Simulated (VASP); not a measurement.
# Li (Im-3m) in VASP: a series of runs

Runs on Li. Level: LDA. Tasks: single point, relaxation of cell and atoms.

Program: VASP 6.6.1. These are calculated values, not measurements. Logs are shortened: lines on timing, memory, paths and dates and some standing lists are left out, and cuts for length are marked.

**1. The cell of the first run**

It takes space group Im-3m (No. 229, cubic). The conventional cell has a = 3.369 Å, b = 3.369 Å, c = 3.369 Å, α = 90.00°, β = 90.00°, γ = 90.00°. Within 3.8 Å of Li (site symmetry m-3m) lie 14 Li at 2.92 to 3.37 Å.

**2. Single point, LDA**

INCAR

```
SYSTEM = Li
PREC = Accurate ; ENCUT = 750
EDIFF = 1E-6 ; ISMEAR = -1
SIGMA = 0.02 ; LREAL = .False.
LASPH = .True. ; NELM = 120
ALGO = Normal ; ISIF = 2
LWAVE = .False. ; LCHARG = .False.
NBANDS = 8 ; GGA_COMPAT = .False.
```

KPOINTS

```
regular mesh
0
Gamma
  8 8 8
  0 0 0
```

POSCAR

```
Li
1.0
   -1.6847268270      1.6847268270      1.6847268270
    1.6847268270     -1.6847268270      1.6847268270
    1.6847268270      1.6847268270     -1.6847268270
Li
1
Direct
    0.0000000000      0.0000000000      0.0000000000
```

Potentials or basis: VASP PAW LDA potentials, release 64 (Li_sv).

Launch:

```sh
> cat potpaw_LDA.64/Li_sv/POTCAR > POTCAR
> mpirun -np 1 vasp_std > vasp.out
```

OUTCAR:

```text
SYSTEM = Li
   PREC = Accurate
   ENCUT = 750
   EDIFF = 1E-6
   ISMEAR = -1
   LREAL = .False.
   LASPH = .True.
   NELM = 120
   ISIF = 2

 ion  position               nearest neighbor table
   1  0.000  0.000  0.000-

  LATTYP: Found a body centered cubic cell.
 ALAT       =     3.3694536540

  Lattice vectors:

 A1 = (  -1.6847268270,   1.6847268270,   1.6847268270)
 A2 = (   1.6847268270,  -1.6847268270,   1.6847268270)
 A3 = (   1.6847268270,   1.6847268270,  -1.6847268270)

Analysis of symmetry for initial positions (statically):
=====================================================================
 Subroutine PRICEL returns:
 Original cell was already a primitive cell.

 Routine SETGRP: Setting up the symmetry group for a
 body centered cubic supercell.

 Subroutine GETGRP returns: Found 48 space group operations
 (whereof 48 operations were pure point group operations)
 out of a pool of 48 trial point group operations.

The static configuration has the point symmetry O_h .

Analysis of symmetry for dynamics (positions and initial velocities):
=====================================================================
 Subroutine PRICEL returns:
 Original cell was already a primitive cell.

 Routine SETGRP: Setting up the symmetry group for a
 body centered cubic supercell.

 Subroutine GETGRP returns: Found 48 space group operations
 (whereof 48 operations were pure point group operations)
 out of a pool of 48 trial point group operations.

The dynamic configuration has the point symmetry O_h .

 Subroutine INISYM returns: Found 48 space group operations
 (whereof 48 operations are pure point group operations),
 and found     1 'primitive' translations

----------------------------------------------------------------------------------------

                                     Primitive cell

  volume of cell :      19.1271

  direct lattice vectors                    reciprocal lattice vectors
    -1.684726827  1.684726827  1.684726827     0.000000000  0.296784020  0.296784020
     1.684726827 -1.684726827  1.684726827     0.296784020  0.000000000  0.296784020
     1.684726827  1.684726827 -1.684726827     0.296784020  0.296784020  0.000000000

  length of vectors
     2.918032461  2.918032461  2.918032461     0.419715986  0.419715986  0.419715986

  position of ions in fractional coordinates (direct lattice)
     0.000000000  0.000000000  0.000000000

  ion indices of the primitive-cell ions
   primitive index   ion index
                 1           1

----------------------------------------------------------------------------------------

 KPOINTS: regular mesh

Automatic generation of k-mesh.
 Grid dimensions read from file:
 generate k-points for:    8    8    8

 Generating k-lattice:

  Cartesian coordinates                     Fractional coordinates (reciprocal lattice)
     0.000000000  0.037098002  0.037098002     0.125000000  0.000000000  0.000000000
     0.037098002  0.000000000  0.037098002     0.000000000  0.125000000  0.000000000
     0.037098002  0.037098002  0.000000000     0.000000000  0.000000000  0.125000000

  Length of vectors
     0.052464498  0.052464498  0.052464498

  Shift w.r.t. Gamma in fractional coordinates (k-lattice)
     0.000000000  0.000000000  0.000000000

 Subroutine IBZKPT returns following result:
 ===========================================

 Found     29 irreducible k-points:

 Following reciprocal coordinates:
            Coordinates               Weight
  0.000000  0.000000  0.000000      1.000000
  0.125000  0.000000  0.000000     12.000000
  0.250000  0.000000  0.000000     12.000000
  0.375000  0.000000  0.000000     12.000000
  0.500000  0.000000  0.000000      6.000000
  0.125000  0.125000  0.000000     24.000000
[... 16 lines left out ...]
 -0.250000  0.250000  0.250000      6.000000
 -0.375000  0.375000  0.250000     24.000000
 [... further k-points ...]
   k-points           NKPTS =     29   k-points in BZ     NKDIM =     29   number of bands    NBANDS=      8
   number of dos      NEDOS =    301   number of ions     NIONS =      1
   total plane-waves  NPLWV =  21952
   dimension x,y,z NGX =    28 NGY =   28 NGZ =   28
   dimension x,y,z NGXF=    56 NGYF=   56 NGZF=   56
   ions per type =               1
   NGX,Y,Z   is equivalent  to a cutoff of  15.95, 15.95, 15.95 a.u.
   NGXF,Y,Z  is equivalent  to a cutoff of  31.90, 31.90, 31.90 a.u.
 SYSTEM =  Li
   PREC   = accura    normal or accurate (medium, high low for compatibility)
   ISTART =      0    job   : 0-new  1-cont  2-samecut
   ICHARG =      2    charge: 1-file 2-atom 10-const
   ISPIN  =      1    spin polarized calculation?
   LNONCOLLINEAR =      F non collinear calculations
   LSORBIT =      F    spin-orbit coupling
   LASPH  =      T    aspherical Exc in radial PAW
   ENCUT  =  750.0 eV  55.12 Ry    7.42 a.u.   6.52  6.52  6.52*2*pi/ulx,y,z
   NELM   =    120;   NELMIN=  2; NELMDL= -5     # of ELM steps
   EDIFF  = 0.1E-05   stopping-criterion for ELM
   LREAL  =      F    real-space projection
   EDIFFG = 0.1E-04   stopping-criterion for IOM
   NSW    =      0    number of steps for IOM
   IBRION =     -1    ionic relax: 0-MD 1-quasi-New 2-CG
   NFREE  =      0    steps in history (QN), initial steepest desc. (CG)
   ISIF   =      2    stress and relaxation
   ISYM   =      2    0-nonsym 1-usesym 2-fastsym
   POTIM  = 0.5000    time-step for ionic-motion
   TEBEG  =    0.0;   TEEND  =   0.0 temperature during run
   PSTRESS=    0.0 pullay stress
   NELECT =       3.0000    total number of electrons
   NUPDOWN=      -1.0000    fix difference up-down
   EMIN   =  10.00;   EMAX   =-10.00  energy-range for DOS
   EFERMI =   0.00;   METHOD = LEGACY
   ISMEAR =    -1;   SIGMA  =   0.02  broadening in eV -4-tet -1-fermi 0-gaus
   EFERMI_NEDOS =   21; number of points for ismear=-14 and -15
   IALGO  =     38    algorithm
   IMIX   =      4    mixing-type and parameters
     AMIX     =   0.40;   BMIX     =  1.00
     AMIX_MAG =   1.60;   BMIX_MAG =  1.00
  volume/ion in A,a.u.               =      19.13       129.08
  Fermi-wavevector in a.u.,A,eV,Ry     =   0.882875  1.668391 10.605303  0.779468
  Thomas-Fermi vector in A             =   2.003565
   LORBIT       =      0    0 simple, 1 ext, 2 COOP (PROOUT), +10 PAW based schemes
   GGA     = CA    functional components
   LHFCALC =     F    Hartree Fock is set to
   AEXX    =    0.0000 exact exchange contribution
   IVDW    =     0    specifies the selected vdW correction
   LEPSILON=     F    determine dielectric tensor
   LRPA    =     F    only Hartree local field effects (RPA)
 non-spin polarized calculation
  energy-cutoff  :      750.00
  volume of cell :       19.13
 maximum number of plane-waves:       935
 NGX is ok and might be reduce to    28
   NGX = 13   NGY = 13   NGZ = 13

 number of electron       2.9999997 magnetization

 Free energy of the ion-electron system (eV)
  ---------------------------------------------------
  ext. energy  EPLUGINS =         0.00000000
  ---------------------------------------------------
  free energy    TOTEN  =        -2.03226918 eV

  energy without entropy =       -2.03042975  energy(sigma->0) =       -2.03134946

 E-fermi :   0.8237     XC(G=0):  -7.2915

 val. band max:        0.7487588822   @ k =   0.2500   0.2500   0.0000
 cond. band min:       0.8572227643   @ k =   0.3750   0.1250   0.0000
 fundamental gap:      0.1084638821
 Fermi energy:         0.8236592161

 k-point     1 :       0.0000    0.0000    0.0000
  band No.  band energies     occupation
      1     -44.7578      2.00000
      2      -2.8102      2.00000
      3      15.7196      0.00000
      4      15.7196      0.00000
      5      15.7196      0.00000
      6      20.8656      0.00000
      7      20.8656      0.00000
      8      20.8656      0.00000

 k-point     2 :       0.1250    0.0000    0.0000
  band No.  band energies     occupation
      1     -44.7538      2.00000
      2      -2.5130      2.00000
      3      13.7757      0.00000
      4      14.5262      0.00000
      5      15.2301      0.00000
      6      18.6061      0.00000
      7      18.6138      0.00000
      8      20.7510      0.00000

 k-point     3 :       0.2500    0.0000    0.0000
  band No.  band energies     occupation
      1     -44.7442      2.00000
      2      -1.6214      2.00000
      3       9.7729      0.00000
      4      12.8588      0.00000
      5      14.1564      0.00000
      6      16.5816      0.00000
      7      18.1092      0.00000
      8      21.1904      0.00000

 k-point     4 :       0.3750    0.0000    0.0000
  band No.  band energies     occupation
      1     -44.7346      2.00000
      2      -0.1925      2.00000
      3       6.1780      0.00000
      4      11.7530      0.00000
      5      13.2710      0.00000
      6      15.3506      0.00000
      7      18.3848      0.00000
      8      22.7670      0.00000

 k-point     5 :       0.5000    0.0000    0.0000
  band No.  band energies     occupation
      1     -44.7307      2.00000
      2       0.9841      0.00066
      3       4.2564      0.00000
      4      11.3750      0.00000
      5      12.9484      0.00000
      6      14.9394      0.00000
      7      18.6217      0.00000
      8      24.2007      0.00000
[... 177 lines left out ...]
 k-point    22 :       0.2500    0.2500    0.2500
  band No.  band energies     occupation
      1     -44.7285      2.00000
      2       4.2401      0.00000
      3       4.2401      0.00000
      4       4.2401      0.00000
      5       9.6837      0.00000
      6      25.1686      0.00000
      7      25.1686      0.00000
      8      25.1686      0.00000

 k-point    23 :      -0.2500    0.2500    0.2500
  band No.  band energies     occupation
      1     -44.7329      2.00000
      2      -0.3734      2.00000
      3       9.5327      0.00000
      4       9.5327      0.00000
      5      12.1878      0.00000
      6      13.9857      0.00000
      7      22.3408      0.00000
      8      22.3413      0.00000

 k-point    24 :      -0.3750    0.3750    0.2500
  band No.  band energies     occupation
      1     -44.7249      2.00000
      2       1.1577      0.00000
      3       6.8596      0.00000
      4       8.3696      0.00000
      5      12.0549      0.00000
      6      14.1584      0.00000
      7      18.6419      0.00000
      8      21.9158      0.00000

 [... further k-points ...]
[... 5 lines left out ...]
  --------------------------------------------------------------------------------------
  -------------------------------------------------------------------------------------
  Total       -0.0192390     -0.0192390     -0.0192390      0.0000000     -0.0000000      0.0000000
  in kB       -1.6115512     -1.6115512     -1.6115512      0.0000000     -0.0000000      0.0000000
  external PRESSURE =      -1.6115512 kB  Pullay stress =       0.0000000 kB

 VOLUME and BASIS-vectors are now :
 -----------------------------------------------------------------------------
  energy-cutoff  :      750.00
  volume of cell :       19.13
      direct lattice vectors                 reciprocal lattice vectors
    -1.684726827  1.684726827  1.684726827     0.000000000  0.296784020  0.296784020
     1.684726827 -1.684726827  1.684726827     0.296784020  0.000000000  0.296784020
     1.684726827  1.684726827 -1.684726827     0.296784020  0.296784020  0.000000000

 POSITION                                       TOTAL-FORCE (eV/Angst)
 -----------------------------------------------------------------------------------
      0.00000      0.00000      0.00000         0.000000     -0.000000      0.000000
 -----------------------------------------------------------------------------------
    total drift:                               -0.000000     -0.000000     -0.000000

  FREE ENERGIE OF THE ION-ELECTRON SYSTEM (eV)
  ---------------------------------------------------
  free  energy   TOTEN  =        -2.0322691766 eV

  energy  without entropy=       -2.0304297485  energy(sigma->0) =       -2.03134946
```

Run time: 8 s. Hardware: 1 thread of Intel Xeon 8259CL, shared host; peak memory 0.13 GiB.

Results:

* Free energy: -2.0323 eV
* Pressure: -0.2 GPa

Levels at points of the mesh, in eV from the Fermi level:
| k point | band 1 | band 2 | band 3 | band 4 | band 5 | band 6 |
| --- | --- | --- | --- | --- | --- | --- |
| (0.00, 0.00, 0.00) | -45.58 | -3.63 | 14.90 | 14.90 | 14.90 | 20.04 |
| (0.50, 0.00, 0.00) | -45.55 | 0.16 | 3.43 | 10.55 | 12.12 | 14.12 |
| (0.50, 0.50, 0.50) | -45.54 | 5.59 | 5.59 | 5.59 | 8.06 | 8.06 |

**3. Relaxation of cell and atoms, LDA**

This run uses another cell than the first one, of 21.61 Å³/atom, 1.130 times its volume.

INCAR

```
PREC = Accurate ; ENCUT = 750
EDIFF = 1E-7 ; ISMEAR = -1
SIGMA = 0.02 ; LREAL = False
LASPH = True ; NELM = 120
ALGO = Normal ; ISIF = 3
LWAVE = False ; LCHARG = False
IBRION = 2 ; NSW = 50
EDIFFG = -0.01 ; GGA_COMPAT = False
NELMIN = 4
```

KPOINTS

```
regular mesh
0
Gamma
  8 8 8
```

POSCAR

```
Li
1.0
   -1.7546500000      1.7546500000      1.7546500000
    1.7546500000     -1.7546500000      1.7546500000
    1.7546500000      1.7546500000     -1.7546500000
Li
1
Direct
    0.0000000000      0.0000000000      0.0000000000
```

Potentials or basis: VASP PAW LDA potentials, release 64 (Li_sv).

Launch:

```sh
> cat potpaw_LDA.64/Li_sv/POTCAR > POTCAR
> mpirun -np 1 vasp_std > vasp.out
```

It took 22 s on 1 thread of Intel Xeon 8259CL, shared host; peak memory 0.13 GiB.

The run converged. Its results:

```yaml
Free_energy: -2.0336 eV
Relaxed_volume: 18.97 Å³/atom
Relaxed_cell: a = 2.910 Å, b = 2.910 Å, c = 2.910 Å, α = 109.47°, β = 109.47°, γ = 109.47°
Space_group_after_relaxing_to_0.05_Å: Im-3m (No. 229)
Energy_gained_by_relaxing: 14.4 meV/atom
Ionic_steps: 4
Pressure_after_relaxing: 0.0 GPa
```

The path:
| step | energy change (eV) | largest force (eV/Å) | pressure (GPa) | volume (Å³) |
| --- | --- | --- | --- | --- |
| 1 | 0.0000 | 0.0000 | -1.63 | 21.61 |
| 2 | -0.0062 | 0.0000 | -1.29 | 20.93 |
| 3 | -0.0136 | 0.0000 | -0.45 | 19.60 |
| 4 | -0.0144 | 0.0000 | 0.04 | 18.97 |

Final structure:
```cif
data_structure
_symmetry_space_group_name_H-M 'P 1'
_symmetry_Int_Tables_number 1
_cell_length_a 2.9100
_cell_length_b 2.9100
_cell_length_c 2.9100
_cell_angle_alpha 109.471
_cell_angle_beta 109.471
_cell_angle_gamma 109.471
_cell_volume 18.97
loop_
_atom_site_label
_atom_site_type_symbol
_atom_site_fract_x
_atom_site_fract_y
_atom_site_fract_z
_atom_site_occupancy
Li1 Li 0.00000 0.00000 0.00000 1
```

Levels at points of the mesh, in eV from the Fermi level:
```tsv
k point	band 1	band 2	band 3	band 4
(0.00, 0.00, 0.00)	-45.57	-3.64	14.99	14.99
(0.50, 0.00, 0.00)	-45.54	0.16	3.46	10.61
(0.50, 0.50, 0.50)	-45.52	5.62	5.62	5.62
```

Caveat: the volume moved by -12 % from the deposited cell, more than functionals usually miss. Zero-point motion and thermal expansion aren't in these numbers.
